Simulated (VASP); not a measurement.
# SiC (P6_3mc) in VASP: notebook

Runs on SiC. Level: PBE. Tasks: single point, relaxation of the atoms.

All numbers are computed with VASP 6.6.1; they aren't measurements. Logs are shortened: lines on timing, memory, paths and dates and some standing lists are left out, and cuts for length are marked.

### 1 The cell of the first run

Symmetry: P6_3mc, No. 186, hexagonal system. Conventional cell: a = 3.092 Å, b = 3.092 Å, c = 5.277 Å, α = 90.00°, β = 90.00°, γ = 120.00°. Si (site symmetry 3m) has 4 C at 1.91 to 1.97 Å within 2.5 Å. C (site symmetry 3m) has 4 Si at 1.91 to 1.97 Å within 2.5 Å.

### 2 Single point, PBE (strain along c alone, the other axes held: +4.0 %, then relaxed in part)

File INCAR:

```
SYSTEM = SiC
  PREC = Accurate
  ENCUT = 520
  EDIFF = 1E-6
  ISMEAR = 0
  SIGMA = 0.02
  LREAL = .FALSE.
  LASPH = .TRUE.
  NELM = 80
  ALGO = Normal
  ISIF = 2
  LWAVE = .FALSE.
  LCHARG = .FALSE.
  GGA = PE
  NBANDS = 16
```

File KPOINTS:

```
Automatic mesh
0
G
  12 12 6
  0 0 0
```

File POSCAR:

```
SiC
1.0
    3.0919365178      0.0000000000      0.0000000000
   -1.5459682589      2.6776955713      0.0000000000
    0.0000000000      0.0000000000      5.2772639805
Si C
2 2
Direct
    0.3333333333      0.6666666667      0.5008272805
    0.6666666667      0.3333333333      1.0008272805
    0.3333333333      0.6666666667      0.8741727195
    0.6666666667      0.3333333333      0.3741727195
```

Potentials or basis: VASP PAW PBE potentials, release 64 (Si, C).

Started as:

```sh
$ cat potpaw_PBE.64/Si/POTCAR potpaw_PBE.64/C/POTCAR > POTCAR
$ mpirun -np 1 vasp_std > vasp.out
```

OUTCAR:

```text
SYSTEM = SiC
   PREC = Accurate
   ENCUT = 520
   EDIFF = 1E-6
   ISMEAR = 0
   LREAL = .FALSE.
   LASPH = .TRUE.
   NELM = 80
   ISIF = 2
   GGA = PE

 ion  position               nearest neighbor table
   1  0.333  0.667  0.501-   4 1.91   4 1.91   4 1.91   3 1.97
   2  0.667  0.333  0.001-   3 1.91   3 1.91   3 1.91   4 1.97
   3  0.333  0.667  0.874-   2 1.91   2 1.91   2 1.91   1 1.97
   4  0.667  0.333  0.374-   1 1.91   1 1.91   1 1.91   2 1.97

  LATTYP: Found a hexagonal cell.
 ALAT       =     3.0919365178
 C/A-ratio  =     1.7067827719

  Lattice vectors:

 A1 = (   3.0919365178,   0.0000000000,   0.0000000000)
 A2 = (  -1.5459682589,   2.6776955713,   0.0000000000)
 A3 = (   0.0000000000,   0.0000000000,   5.2772639805)

Analysis of symmetry for initial positions (statically):
=====================================================================
 Subroutine PRICEL returns:
 Original cell was already a primitive cell.

 Routine SETGRP: Setting up the symmetry group for a
 hexagonal supercell.

 Subroutine GETGRP returns: Found 12 space group operations
 (whereof  6 operations were pure point group operations)
 out of a pool of 24 trial point group operations.

The static configuration has the point symmetry C_3v.
 The point group associated with its full space group is C_6v.

Analysis of symmetry for dynamics (positions and initial velocities):
=====================================================================
 Subroutine PRICEL returns:
 Original cell was already a primitive cell.

 Routine SETGRP: Setting up the symmetry group for a
 hexagonal supercell.

 Subroutine GETGRP returns: Found 12 space group operations
 (whereof  6 operations were pure point group operations)
 out of a pool of 24 trial point group operations.

The dynamic configuration has the point symmetry C_3v.
 The point group associated with its full space group is C_6v.

 Subroutine INISYM returns: Found 12 space group operations
 (whereof  6 operations are pure point group operations),
 and found     1 'primitive' translations

----------------------------------------------------------------------------------------

                                     Primitive cell

  volume of cell :      43.6919

  direct lattice vectors                    reciprocal lattice vectors
     3.091936518  0.000000000  0.000000000     0.323421905  0.186727724  0.000000000
    -1.545968259  2.677695571  0.000000000     0.000000000  0.373455448  0.000000000
     0.000000000  0.000000000  5.277263980     0.000000000  0.000000000  0.189492131

  length of vectors
     3.091936518  3.091936518  5.277263980     0.373455448  0.373455448  0.189492131

  position of ions in fractional coordinates (direct lattice)
     0.333333333  0.666666667  0.500827280
     0.666666667  0.333333333  0.000827280
     0.333333333  0.666666667  0.874172720
     0.666666667  0.333333333  0.374172720

  ion indices of the primitive-cell ions
   primitive index   ion index
                 1           1
                 2           2
                 3           3
                 4           4

----------------------------------------------------------------------------------------

 KPOINTS: Automatic mesh

Automatic generation of k-mesh.
 Grid dimensions read from file:
 generate k-points for:   12   12    6

 Generating k-lattice:

  Cartesian coordinates                     Fractional coordinates (reciprocal lattice)
     0.026951825  0.015560644  0.000000000     0.083333333  0.000000000  0.000000000
     0.000000000  0.031121287  0.000000000     0.000000000  0.083333333  0.000000000
     0.000000000  0.000000000  0.031582022     0.000000000  0.000000000  0.166666667

  Length of vectors
     0.031121287  0.031121287  0.031582022

  Shift w.r.t. Gamma in fractional coordinates (k-lattice)
     0.000000000  0.000000000  0.000000000

 Subroutine IBZKPT returns following result:
 ===========================================

 Found     76 irreducible k-points:

 Following reciprocal coordinates:
            Coordinates               Weight
  0.000000  0.000000  0.000000      1.000000
  0.083333  0.000000  0.000000      6.000000
  0.166667  0.000000  0.000000      6.000000
  0.250000  0.000000  0.000000      6.000000
  0.333333  0.000000  0.000000      6.000000
  0.416667 -0.000000  0.000000      6.000000
[... 16 lines left out ...]
  0.250000  0.000000  0.166667     12.000000
  0.333333  0.000000  0.166667     12.000000
 [... further k-points ...]
   k-points           NKPTS =     76   k-points in BZ     NKDIM =     76   number of bands    NBANDS=     16
   number of dos      NEDOS =    301   number of ions     NIONS =      4
   total plane-waves  NPLWV =  23040
   dimension x,y,z NGX =    24 NGY =   24 NGZ =   40
   dimension x,y,z NGXF=    48 NGYF=   48 NGZF=   80
   ions per type =               2   2
   NGX,Y,Z   is equivalent  to a cutoff of  12.90, 12.90, 12.60 a.u.
   NGXF,Y,Z  is equivalent  to a cutoff of  25.81, 25.81, 25.20 a.u.
 SYSTEM =  SiC
   PREC   = accura    normal or accurate (medium, high low for compatibility)
   ISTART =      0    job   : 0-new  1-cont  2-samecut
   ICHARG =      2    charge: 1-file 2-atom 10-const
   ISPIN  =      1    spin polarized calculation?
   LNONCOLLINEAR =      F non collinear calculations
   LSORBIT =      F    spin-orbit coupling
   LASPH  =      T    aspherical Exc in radial PAW
   ENCUT  =  520.0 eV  38.22 Ry    6.18 a.u.   5.75  5.75  9.81*2*pi/ulx,y,z
   NELM   =     80;   NELMIN=  2; NELMDL= -5     # of ELM steps
   EDIFF  = 0.1E-05   stopping-criterion for ELM
   LREAL  =      F    real-space projection
   EDIFFG = 0.1E-04   stopping-criterion for IOM
   NSW    =      0    number of steps for IOM
   IBRION =     -1    ionic relax: 0-MD 1-quasi-New 2-CG
   NFREE  =      0    steps in history (QN), initial steepest desc. (CG)
   ISIF   =      2    stress and relaxation
   ISYM   =      2    0-nonsym 1-usesym 2-fastsym
   POTIM  = 0.5000    time-step for ionic-motion
   TEBEG  =    0.0;   TEEND  =   0.0 temperature during run
   PSTRESS=    0.0 pullay stress
   NELECT =      16.0000    total number of electrons
   NUPDOWN=      -1.0000    fix difference up-down
   EMIN   =  10.00;   EMAX   =-10.00  energy-range for DOS
   EFERMI =   0.00;   METHOD = LEGACY
   ISMEAR =     0;   SIGMA  =   0.02  broadening in eV -4-tet -1-fermi 0-gaus
   EFERMI_NEDOS =   21; number of points for ismear=-14 and -15
   IALGO  =     38    algorithm
   IMIX   =      4    mixing-type and parameters
     AMIX     =   0.40;   BMIX     =  1.00
     AMIX_MAG =   1.60;   BMIX_MAG =  1.00
  volume/ion in A,a.u.               =      10.92        73.71
  Fermi-wavevector in a.u.,A,eV,Ry     =   1.171246  2.213333 18.664692  1.371816
  Thomas-Fermi vector in A             =   2.307692
   LORBIT       =      0    0 simple, 1 ext, 2 COOP (PROOUT), +10 PAW based schemes
   GGA     = PE    functional components
   LHFCALC =     F    Hartree Fock is set to
   AEXX    =    0.0000 exact exchange contribution
   IVDW    =     0    specifies the selected vdW correction
   LEPSILON=     F    determine dielectric tensor
   LRPA    =     F    only Hartree local field effects (RPA)
 non-spin polarized calculation
 Gauss-broadening in eV      SIGMA  =   0.02
  energy-cutoff  :      520.00
  volume of cell :       43.69
 maximum number of plane-waves:      1192
 NGX is ok and might be reduce to    24
   NGX = 11   NGY = 11   NGZ = 19

 number of electron      16.0000000 magnetization

 Free energy of the ion-electron system (eV)
  ---------------------------------------------------
  ext. energy  EPLUGINS =         0.00000000
  ---------------------------------------------------
  free energy    TOTEN  =       -30.00544602 eV

  energy without entropy =      -30.00544602  energy(sigma->0) =      -30.00544602

 E-fermi :   7.8743     XC(G=0): -11.1170

 val. band max:        7.7326230178   @ k =   0.0000   0.0000   0.0000
 cond. band min:       9.8669305559   @ k =   0.3333   0.3333   0.0000
 fundamental gap:      2.1343075381
 Fermi energy:         7.8742943228

 k-point     1 :       0.0000    0.0000    0.0000
  band No.  band energies     occupation
      1      -7.4907      2.00000
      2      -4.4081      2.00000
      3      -0.8274      2.00000
      4       6.6150      2.00000
      5       6.6150      2.00000
      6       7.3173      2.00000
[... 8 lines left out ...]
     15      16.3416      0.00000
     16      18.3681      0.00000

 k-point     2 :       0.0833    0.0000    0.0000
  band No.  band energies     occupation
      1      -7.3717      2.00000
      2      -4.3035      2.00000
      3      -0.7187      2.00000
      4       5.9386      2.00000
      5       6.4104      2.00000
      6       7.2493      2.00000
[... 8 lines left out ...]
     15      16.6428      0.00000
     16      17.9636      0.00000

 k-point     3 :       0.1667    0.0000    0.0000
  band No.  band energies     occupation
      1      -7.0178      2.00000
      2      -3.9975      2.00000
      3      -0.4027      2.00000
      4       4.4667      2.00000
      5       5.9453      2.00000
      6       6.0898      2.00000
[... 8 lines left out ...]
     15      17.0536      0.00000
     16      17.3645      0.00000

 k-point     4 :       0.2500    0.0000    0.0000
  band No.  band energies     occupation
      1      -6.4405      2.00000
      2      -3.5215      2.00000
      3       0.0691      2.00000
      4       2.8615      2.00000
      5       4.6704      2.00000
      6       5.4382      2.00000
[... 8 lines left out ...]
     15      17.4223      0.00000
     16      18.5075      0.00000
[... 324 lines left out ...]
 k-point    22 :       0.1667    0.0000    0.1667
  band No.  band energies     occupation
      1      -6.8973      2.00000
      2      -4.4153      2.00000
      3       0.2060      2.00000
      4       4.5694      2.00000
      5       5.7102      2.00000
      6       6.0239      2.00000
[... 8 lines left out ...]
     15      17.1922      0.00000
     16      17.5910      0.00000

 k-point    23 :       0.2500    0.0000    0.1667
  band No.  band energies     occupation
      1      -6.3220      2.00000
      2      -3.9133      2.00000
      3       0.5929      2.00000
      4       3.0250      2.00000
      5       4.3391      2.00000
      6       5.5230      2.00000
[... 8 lines left out ...]
     15      17.8846      0.00000
     16      18.2280      0.00000

 k-point    24 :       0.3333    0.0000    0.1667
  band No.  band energies     occupation
      1      -5.5538      2.00000
      2      -3.3065      2.00000
      3       0.5414      2.00000
      4       2.1828      2.00000
      5       2.9093      2.00000
      6       5.1060      2.00000
[... 8 lines left out ...]
     15      18.2795      0.00000
     16      19.3923      0.00000

 [... further k-points ...]
[... 5 lines left out ...]
  --------------------------------------------------------------------------------------
  -------------------------------------------------------------------------------------
  Total       -0.4112801     -0.4112801     -5.2720697      0.0000000     -0.0000000      0.0000000
  in kB      -15.0816080    -15.0816080   -193.3263889      0.0000000     -0.0000000      0.0000000
  external PRESSURE =     -74.4965350 kB  Pullay stress =       0.0000000 kB

 VOLUME and BASIS-vectors are now :
 -----------------------------------------------------------------------------
  energy-cutoff  :      520.00
  volume of cell :       43.69
      direct lattice vectors                 reciprocal lattice vectors
     3.091936518  0.000000000  0.000000000     0.323421905  0.186727724  0.000000000
    -1.545968259  2.677695571  0.000000000     0.000000000  0.373455448  0.000000000
     0.000000000  0.000000000  5.277263980     0.000000000  0.000000000  0.189492131

 POSITION                                       TOTAL-FORCE (eV/Angst)
 -----------------------------------------------------------------------------------
     -0.00000      1.78513      2.64300         0.000000      0.000000     -0.000090
      1.54597      0.89257      0.00437        -0.000000      0.000000     -0.000090
     -0.00000      1.78513      4.61324        -0.000000      0.000000      0.000090
      1.54597      0.89257      1.97461         0.000000     -0.000000      0.000090
 -----------------------------------------------------------------------------------
    total drift:                                0.000000     -0.000000      0.000659

  FREE ENERGIE OF THE ION-ELECTRON SYSTEM (eV)
  ---------------------------------------------------
  free  energy   TOTEN  =       -30.0054460181 eV

  energy  without entropy=      -30.0054460181  energy(sigma->0) =      -30.00544602
```

Run time: 92 s. Hardware: 1 thread of AMD EPYC 7R13, shared host; peak memory 0.15 GiB.

Results:

```
Free energy            : -30.0054 eV
Pressure               : -7.4 GPa
Band gap on the k mesh : 2.13 eV, indirect (least direct gap 4.17 eV)
```

Levels at points of the mesh, in eV from the valence-band top:
| k point | band 4 | band 5 | band 6 | band 7 | band 8 | band 9 | band 10 | band 11 | band 12 | band 13 |
| --- | --- | --- | --- | --- | --- | --- | --- | --- | --- | --- |
| (0.00, 0.00, 0.00) | -1.12 | -1.12 | -0.42 | 0.00 | 0.00 | 4.87 | 4.88 | 6.58 | 6.58 | 7.28 |
| (0.50, 0.00, 0.00) | -6.43 | -5.29 | -3.22 | -3.08 | -1.27 | 2.90 | 3.84 | 6.35 | 6.95 | 8.78 |
| (0.00, 0.00, 0.50) | -4.73 | -0.60 | -0.60 | -0.60 | -0.60 | 5.80 | 5.80 | 7.25 | 7.25 | 7.25 |
| (0.50, 0.00, 0.50) | -8.08 | -2.53 | -2.53 | -2.32 | -2.32 | 2.94 | 2.94 | 4.88 | 4.88 | 9.81 |

Caveat: the cell differs from its parent crystal (strain along c alone, the other axes held: +4.0 %, then relaxed in part). A k mesh can miss the band edges.

### 3 Relaxation of the atoms, PBE (strain along c alone, the other axes held: -2.0 %)

File INCAR:

```
PREC     = Accurate       # precision mode
ENCUT    = 520            # plane-wave cutoff, eV
EDIFF    = 1E-6           # SCF threshold, eV
ISMEAR   = 0              # smearing method
SIGMA    = 0.02           # smearing width, eV
LREAL    = False          # projectors in reciprocal space
LASPH    = True           # aspherical terms in the spheres
NELM     = 80             # most SCF steps
ALGO     = Normal         # electronic algorithm
ISIF     = 2              # what is computed and relaxed
LWAVE    = False          # write WAVECAR
LCHARG   = False          # write CHGCAR
GGA      = PE             # functional
IBRION   = 2              # ionic algorithm
NSW      = 60             # ionic steps
EDIFFG   = -0.008         # ionic threshold
```

File KPOINTS:

```
regular mesh
0
Gamma
  12 12 6
```

File POSCAR:

```
SiC
1.0
    3.0919365178      0.0000000000      0.0000000000
   -1.5459682589      2.6776955713      0.0000000000
    0.0000000000      0.0000000000      4.9728064432
Si C
2 2
Direct
    0.3333333333      0.6666666667      0.4995817066
    0.6666666667      0.3333333333      0.9995817066
    0.3333333333      0.6666666667      0.8754182934
    0.6666666667      0.3333333333      0.3754182934
```

Potentials or basis: VASP PAW PBE potentials, release 64 (Si, C).

Started as:

```sh
$ cat potpaw_PBE.64/Si/POTCAR potpaw_PBE.64/C/POTCAR > POTCAR
$ mpirun -np 1 vasp_std > vasp.out
```

It took 52 s on 1 thread of Intel Xeon Platinum 8375C at 2.90GHz (Ice Lake), shared host; peak memory 0.17 GiB.

The run converged. Its results:

| Quantity | Value |
| --- | --- |
| Free energy | -30.0815 eV |
| Energy gained by relaxing | 0.6 meV/atom |
| Ionic steps | 3 |
| Pressure after relaxing | 4.4 GPa |
| Band gap on the k mesh | 2.34 eV, indirect (least direct gap 3.82 eV) |

Stress tensor (GPa, compression positive):
```
 1.07  0.00  0.00
 0.00  1.07  0.00
 0.00  0.00 11.04
```

The path:
```
step  energy change (eV)  largest force (eV/Å)  pressure (GPa)
   1              0.0000                0.2230            4.48
   2             -0.0008                0.1804            4.35
   3             -0.0026                0.0003            4.40
```

Final structure:
```cif
data_structure
_symmetry_space_group_name_H-M 'P 1'
_symmetry_Int_Tables_number 1
_cell_length_a 3.0919
_cell_length_b 3.0919
_cell_length_c 4.9728
_cell_angle_alpha 90.000
_cell_angle_beta 90.000
_cell_angle_gamma 120.000
_cell_volume 41.17
loop_
_atom_site_label
_atom_site_type_symbol
_atom_site_fract_x
_atom_site_fract_y
_atom_site_fract_z
_atom_site_occupancy
Si1 Si 0.33333 0.66667 0.49841 1
Si2 Si 0.66667 0.33333 0.99841 1
C1 C 0.33333 0.66667 0.87659 1
C2 C 0.66667 0.33333 0.37659 1
```

Levels at points of the mesh, in eV from the valence-band top:
```tsv
k point	band 5	band 6	band 7	band 8	band 9	band 10	band 11	band 12
(0.00, 0.00, 0.00)	-1.50	-0.08	-0.08	0.00	4.48	6.46	6.49	6.49
(0.50, 0.00, 0.00)	-5.47	-3.48	-3.31	-1.23	2.59	4.35	6.87	7.08
(0.00, 0.00, 0.50)	-0.85	-0.85	-0.85	-0.85	5.66	5.66	7.19	7.19
(0.50, 0.00, 0.50)	-2.56	-2.56	-2.25	-2.25	3.32	3.32	5.31	5.31
```

Caveat: the cell differs from its parent crystal (strain along c alone, the other axes held: -2.0 %). A k mesh can miss the band edges.

### 4 Relaxation of the atoms, PBE (strain along c alone, the other axes held: +2.0 %)

File INCAR:

```
ALGO     = Normal         # electronic algorithm
EDIFF    = 1E-6           # SCF threshold, eV
EDIFFG   = -0.008         # ionic threshold
ENCUT    = 520            # plane-wave cutoff, eV
GGA      = PE             # functional
IBRION   = 2              # ionic algorithm
ISIF     = 2              # what is computed and relaxed
ISMEAR   = 0              # smearing method
LASPH    = True           # aspherical terms in the spheres
LCHARG   = False          # write CHGCAR
LREAL    = False          # projectors in reciprocal space
LWAVE    = False          # write WAVECAR
NELM     = 60             # most SCF steps
NSW      = 60             # ionic steps
PREC     = Accurate       # precision mode
SIGMA    = 0.02           # smearing width, eV
```

File KPOINTS:

```
k-points
0
Gamma
  12 12 6
```

POSCAR, as its differences from that of step 3:

```diff
@@ -4,3 +4,3 @@
    -1.5459682589      2.6776955713      0.0000000000
-    0.0000000000      0.0000000000      4.9728064432
+    0.0000000000      0.0000000000      5.1757781348
 Si C
```

Started as:

```sh
$ cat potpaw_PBE.64/Si/POTCAR potpaw_PBE.64/C/POTCAR > POTCAR
$ mpirun -np 1 vasp_std > vasp.out
```

Wall time 60 s (1 thread of Intel Xeon Platinum 8375C at 2.90GHz (Ice Lake), shared host); peak memory 0.17 GiB.

The run converged. Its results:

```
Free energy               : -30.0832 eV
Energy gained by relaxing : 0.3 meV/atom
Ionic steps               : 3
Pressure after relaxing   : -4.0 GPa
Band gap on the k mesh    : 2.21 eV, indirect (least direct gap 4.06 eV)
```

Stress tensor (GPa, compression positive):
```
 -0.90   0.00   0.00
  0.00  -0.90   0.00
  0.00   0.00 -10.23
```

Step by step:
```
step  energy change (eV)  largest force (eV/Å)  pressure (GPa)
   1              0.0000                0.1318           -3.93
   2             -0.0008                0.0699           -4.04
   3             -0.0011                0.0010           -4.01
```

Final structure:
```
CELL_PARAMETERS angstrom
3.09194 0.00000 0.00000
-1.54597 2.67770 0.00000
0.00000 0.00000 5.17578
ATOMIC_POSITIONS crystal
Si 0.33333 0.66667 0.50039
Si 0.66667 0.33333 0.00039
C 0.33333 0.66667 0.87461
C 0.66667 0.33333 0.37461
```

Levels at points of the mesh, in eV from the valence-band top:
```tsv
k point	band 5	band 6	band 7	band 8	band 9	band 10	band 11	band 12
(0.00, 0.00, 0.00)	-1.21	-0.28	0.00	0.00	4.78	5.47	6.58	6.58
(0.50, 0.00, 0.00)	-5.34	-3.24	-3.18	-1.23	2.83	4.01	6.56	7.00
(0.00, 0.00, 0.50)	-0.65	-0.65	-0.65	-0.65	5.78	5.78	7.26	7.26
(0.50, 0.00, 0.50)	-2.44	-2.44	-2.37	-2.37	3.10	3.10	5.02	5.02
```

Caveat: the cell differs from its parent crystal (strain along c alone, the other axes held: +2.0 %).

[end of part 1 of 2]
